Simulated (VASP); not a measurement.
# Sb (Im-3m) in VASP: notebook, part 2 of 2

VASP 6.6.1. Earlier steps stand in the parts before.

### Step 3. Density of states, PBEsol

This run uses another cell than the first one, of 25.94 Å³/atom, 2.222 times its volume.

Input file POSCAR:

```
Sb
1.0
   -1.8648078796      1.8648078796      1.8648078796
    1.8648078796     -1.8648078796      1.8648078796
    1.8648078796      1.8648078796     -1.8648078796
Sb
1
Direct
    0.0000000000      0.0000000000      0.0000000000
```

Input file INCAR.step1:

```
ALGO = Normal
EDIFF = 1E-7
ENCUT = 520
GGA = PS
ISIF = 2
ISMEAR = -1
LASPH = True
LCHARG = True
LREAL = False
LWAVE = False
NBANDS = 8
NELM = 60
PREC = Accurate
SIGMA = 0.05
```

Input file KPOINTS.step1:

```
k-points
0
Gamma
  16 16 16
```

Input file INCAR.step2:

```
ALGO = Normal
EDIFF = 1E-7
ENCUT = 520
GGA = PS
ICHARG = 11
ISIF = 2
ISMEAR = -5
LASPH = True
LCHARG = False
LORBIT = 10
LREAL = False
LWAVE = False
NEDOS = 2001
NELM = 60
PREC = Accurate
SIGMA = 0.05
```

Input file KPOINTS.step2:

```
k-points
0
Gamma
  24 24 24
```

Potentials or basis: VASP PAW PBE potentials, release 64 (Sb).

Run with:

```bash
$ cat potpaw_PBE.64/Sb/POTCAR > POTCAR
$ cp INCAR.step1 INCAR
$ cp KPOINTS.step1 KPOINTS
$ mpirun -np 1 vasp_std > vasp.out
$ cp INCAR.step2 INCAR
$ cp KPOINTS.step2 KPOINTS
$ mpirun -np 1 vasp_std > vasp.out
```

OUTCAR:

```text
EDIFF = 1E-7
   ENCUT = 520
   GGA = PS
   ICHARG = 11
   ISIF = 2
   ISMEAR = -5
   LASPH = True
   LORBIT = 10
   LREAL = False
   NELM = 60
   PREC = Accurate

 ion  position               nearest neighbor table
   1  0.000  0.000  0.000-

  LATTYP: Found a body centered cubic cell.
 ALAT       =     3.7296157592

  Lattice vectors:

 A1 = (  -1.8648078796,   1.8648078796,   1.8648078796)
 A2 = (   1.8648078796,  -1.8648078796,   1.8648078796)
 A3 = (   1.8648078796,   1.8648078796,  -1.8648078796)

Analysis of symmetry for initial positions (statically):
=====================================================================
 Subroutine PRICEL returns:
 Original cell was already a primitive cell.

 Routine SETGRP: Setting up the symmetry group for a
 body centered cubic supercell.

 Subroutine GETGRP returns: Found 48 space group operations
 (whereof 48 operations were pure point group operations)
 out of a pool of 48 trial point group operations.

The static configuration has the point symmetry O_h .

Analysis of symmetry for dynamics (positions and initial velocities):
=====================================================================
 Subroutine PRICEL returns:
 Original cell was already a primitive cell.

 Routine SETGRP: Setting up the symmetry group for a
 body centered cubic supercell.

 Subroutine GETGRP returns: Found 48 space group operations
 (whereof 48 operations were pure point group operations)
 out of a pool of 48 trial point group operations.

The dynamic configuration has the point symmetry O_h .

 Subroutine INISYM returns: Found 48 space group operations
 (whereof 48 operations are pure point group operations),
 and found     1 'primitive' translations

----------------------------------------------------------------------------------------

                                     Primitive cell

  volume of cell :      25.9395

  direct lattice vectors                    reciprocal lattice vectors
    -1.864807880  1.864807880  1.864807880     0.000000000  0.268124135  0.268124135
     1.864807880 -1.864807880  1.864807880     0.268124135  0.000000000  0.268124135
     1.864807880  1.864807880 -1.864807880     0.268124135  0.268124135  0.000000000

  length of vectors
     3.229941994  3.229941994  3.229941994     0.379184788  0.379184788  0.379184788

  position of ions in fractional coordinates (direct lattice)
     0.000000000  0.000000000  0.000000000

  ion indices of the primitive-cell ions
   primitive index   ion index
                 1           1

----------------------------------------------------------------------------------------

 KPOINTS: k-points

Automatic generation of k-mesh.
 Grid dimensions read from file:
 generate k-points for:   24   24   24

 Generating k-lattice:

  Cartesian coordinates                     Fractional coordinates (reciprocal lattice)
     0.000000000  0.011171839  0.011171839     0.041666667  0.000000000  0.000000000
     0.011171839  0.000000000  0.011171839     0.000000000  0.041666667  0.000000000
     0.011171839  0.011171839  0.000000000     0.000000000  0.000000000  0.041666667

  Length of vectors
     0.015799366  0.015799366  0.015799366

  Shift w.r.t. Gamma in fractional coordinates (k-lattice)
     0.000000000  0.000000000  0.000000000

 TETIRR: Found  16469 inequivalent tetrahedra from    82944

 Subroutine IBZKPT returns following result:
 ===========================================

 Found    413 irreducible k-points:

 Following reciprocal coordinates:
            Coordinates               Weight
  0.000000  0.000000  0.000000      1.000000
  0.041667  0.000000  0.000000     12.000000
  0.083333  0.000000  0.000000     12.000000
  0.125000  0.000000  0.000000     12.000000
  0.166667  0.000000  0.000000     12.000000
  0.208333  0.000000  0.000000     12.000000
[... 16 lines left out ...]
  0.416667  0.041667  0.000000     48.000000
  0.458333  0.041667  0.000000     48.000000
 [... further k-points ...]
   k-points           NKPTS =    413   k-points in BZ     NKDIM =    413   number of bands    NBANDS=      6
   number of dos      NEDOS =   2001   number of ions     NIONS =      1
   total plane-waves  NPLWV =  13824
   dimension x,y,z NGX =    24 NGY =   24 NGZ =   24
   dimension x,y,z NGXF=    48 NGYF=   48 NGZF=   48
   ions per type =               1
   NGX,Y,Z   is equivalent  to a cutoff of  12.35, 12.35, 12.35 a.u.
   NGXF,Y,Z  is equivalent  to a cutoff of  24.71, 24.71, 24.71 a.u.
 SYSTEM =  unknown system
   PREC   = accura    normal or accurate (medium, high low for compatibility)
   ISTART =      0    job   : 0-new  1-cont  2-samecut
   ICHARG =     11    charge: 1-file 2-atom 10-const
   ISPIN  =      1    spin polarized calculation?
   LNONCOLLINEAR =      F non collinear calculations
   LSORBIT =      F    spin-orbit coupling
   LASPH  =      T    aspherical Exc in radial PAW
   ENCUT  =  520.0 eV  38.22 Ry    6.18 a.u.   6.01  6.01  6.01*2*pi/ulx,y,z
   NELM   =     60;   NELMIN=  2; NELMDL=  0     # of ELM steps
   EDIFF  = 0.1E-06   stopping-criterion for ELM
   LREAL  =      F    real-space projection
   EDIFFG = 0.1E-05   stopping-criterion for IOM
   NSW    =      0    number of steps for IOM
   IBRION =     -1    ionic relax: 0-MD 1-quasi-New 2-CG
   NFREE  =      0    steps in history (QN), initial steepest desc. (CG)
   ISIF   =      2    stress and relaxation
   ISYM   =      2    0-nonsym 1-usesym 2-fastsym
   POTIM  = 0.5000    time-step for ionic-motion
   TEBEG  =    0.0;   TEEND  =   0.0 temperature during run
   PSTRESS=    0.0 pullay stress
   NELECT =       5.0000    total number of electrons
   NUPDOWN=      -1.0000    fix difference up-down
   EMIN   =  10.00;   EMAX   =-10.00  energy-range for DOS
   EFERMI =   0.00;   METHOD = LEGACY
   ISMEAR =    -5;   SIGMA  =   0.05  broadening in eV -4-tet -1-fermi 0-gaus
   EFERMI_NEDOS =   21; number of points for ismear=-14 and -15
   IALGO  =     38    algorithm
   IMIX   =      4    mixing-type and parameters
     AMIX     =   0.40;   BMIX     =  1.00
     AMIX_MAG =   1.60;   BMIX_MAG =  1.00
  volume/ion in A,a.u.               =      25.94       175.05
  Fermi-wavevector in a.u.,A,eV,Ry     =   0.945680  1.787076 12.167828  0.894310
  Thomas-Fermi vector in A             =   2.073605
   LORBIT       =     10    0 simple, 1 ext, 2 COOP (PROOUT), +10 PAW based schemes
   GGA     = PS    functional components
   LHFCALC =     F    Hartree Fock is set to
   AEXX    =    0.0000 exact exchange contribution
   IVDW    =     0    specifies the selected vdW correction
   LEPSILON=     F    determine dielectric tensor
   LRPA    =     F    only Hartree local field effects (RPA)
 non-spin polarized calculation
 Fermi weights with tetrahedron method with Bloechl corrections
  energy-cutoff  :      520.00
  volume of cell :       25.94
 maximum number of plane-waves:       716

 number of electron       4.9999999 magnetization

 Free energy of the ion-electron system (eV)
  ---------------------------------------------------
  ext. energy  EPLUGINS =         0.00000000
  ---------------------------------------------------
  free energy    TOTEN  =        -4.38740551 eV

  energy without entropy =       -4.38740551  energy(sigma->0) =       -4.38740551

 E-fermi :   8.7961     XC(G=0): -10.4936

 val. band max:        8.8584308826   @ k =  -0.2500   0.2500   0.2500
 cond. band min:       8.6065042139   @ k =   0.1667   0.1667   0.1667
 fundamental gap:     -0.2519266687
 Fermi energy:         8.7961443277

 k-point     1 :       0.0000    0.0000    0.0000
  band No.  band energies     occupation
      1      -4.3579      2.00000
      2      14.5766      0.00000
      3      14.5766      0.00000
      4      14.5766      0.00000
      5      19.5401      0.00000
      6      19.5401      0.00000

 k-point     2 :       0.0417    0.0000    0.0000
  band No.  band energies     occupation
      1      -4.3202      2.00000
      2      14.2547      0.00000
      3      14.4381      0.00000
      4      14.5417      0.00000
      5      19.2112      0.00000
      6      19.2512      0.00000
[... 190 lines left out ...]
 k-point    24 :       0.4583    0.0417    0.0000
  band No.  band energies     occupation
      1      -0.1292      2.00000
      2       3.0703      2.00000
      3      10.3893      0.00000
      4      12.4225      0.00000
      5      15.5237      0.00000
      6      16.1162      0.00000

 [... further k-points ...]

------------------------ aborting loop because EDIFF is reached ----------------------------------------

  FORCE on cell =-STRESS in cart. coord.  units (eV):
  Direction    XX          YY          ZZ          XY          YZ          ZX
  --------------------------------------------------------------------------------------
  -------------------------------------------------------------------------------------
  Total        0.0062114      0.0062114      0.0062114     -0.0000000      0.0000000     -0.0000000
  in kB        0.3836534      0.3836534      0.3836534     -0.0000000      0.0000000     -0.0000000
  external PRESSURE =       0.3836534 kB  Pullay stress =       0.0000000 kB

 VOLUME and BASIS-vectors are now :
 -----------------------------------------------------------------------------
  energy-cutoff  :      520.00
  volume of cell :       25.94
      direct lattice vectors                 reciprocal lattice vectors
    -1.864807880  1.864807880  1.864807880     0.000000000  0.268124135  0.268124135
     1.864807880 -1.864807880  1.864807880     0.268124135  0.000000000  0.268124135
     1.864807880  1.864807880 -1.864807880     0.268124135  0.268124135  0.000000000

 POSITION                                       TOTAL-FORCE (eV/Angst)
 -----------------------------------------------------------------------------------
      0.00000      0.00000      0.00000         0.000000     -0.000000      0.000000
 -----------------------------------------------------------------------------------
    total drift:                                0.000000     -0.000000     -0.000000

  FREE ENERGIE OF THE ION-ELECTRON SYSTEM (eV)
  ---------------------------------------------------
  free  energy   TOTEN  =        -4.3874055134 eV

  energy  without entropy=       -4.3874055134  energy(sigma->0) =       -4.38740551

 total charge

# of ion       s       p       d       tot
------------------------------------------
    1        1.244   1.064   0.042   2.351
```

OUTCAR.step1:

```text
EDIFF = 1E-7
   ENCUT = 520
   GGA = PS
   ISIF = 2
   ISMEAR = -1
   LASPH = True
[... 478 lines left out ...]

 POSITION                                       TOTAL-FORCE (eV/Angst)
 -----------------------------------------------------------------------------------
      0.00000      0.00000      0.00000         0.000000     -0.000000     -0.000000
 -----------------------------------------------------------------------------------
    total drift:                                0.000000      0.000000      0.000000

  FREE ENERGIE OF THE ION-ELECTRON SYSTEM (eV)
  ---------------------------------------------------
  free  energy   TOTEN  =        -4.3882021163 eV

  energy  without entropy=       -4.3826561411  energy(sigma->0) =       -4.38542913
```

OSZICAR.step1:

```text
N       E                     dE             d eps       ncg     rms          rms(c)
DAV:   1     0.466027805226E+01    0.46603E+01   -0.16768E+03  2352   0.411E+02
DAV:   2    -0.429654341849E+01   -0.89568E+01   -0.85190E+01  3224   0.522E+01
DAV:   3    -0.439405031636E+01   -0.97507E-01   -0.96617E-01  2832   0.607E+00
DAV:   4    -0.439432849543E+01   -0.27818E-03   -0.27817E-03  3448   0.397E-01
DAV:   5    -0.439432928562E+01   -0.79019E-06   -0.78934E-06  2992   0.143E-02    0.180E+00
DAV:   6    -0.439038657622E+01    0.39427E-02   -0.18597E-03  2832   0.204E-01    0.103E+00
DAV:   7    -0.438820357922E+01    0.21830E-02   -0.38289E-03  2776   0.292E-01    0.469E-02
DAV:   8    -0.438820202426E+01    0.15550E-05   -0.44795E-05  3016   0.530E-02    0.539E-03
DAV:   9    -0.438820211631E+01   -0.92054E-07   -0.33139E-07  3536   0.471E-03
   1 F= -.43882021E+01 E0= -.43854291E+01  d E =-.554598E-02
```

It took 29 s on 1 thread of Intel Xeon Platinum 8488C (Sapphire Rapids), shared host; peak memory 0.2 GiB.

Results:

```
Valence electrons inside the program's atomic spheres : Sb 2.35
```

Caveat: the PAW data sets were made with another functional, which shifts forces and pressure a little; spin-orbit coupling is left out, which moves the levels of the heavy elements; tetrahedron occupations give inexact forces and stress in metals.
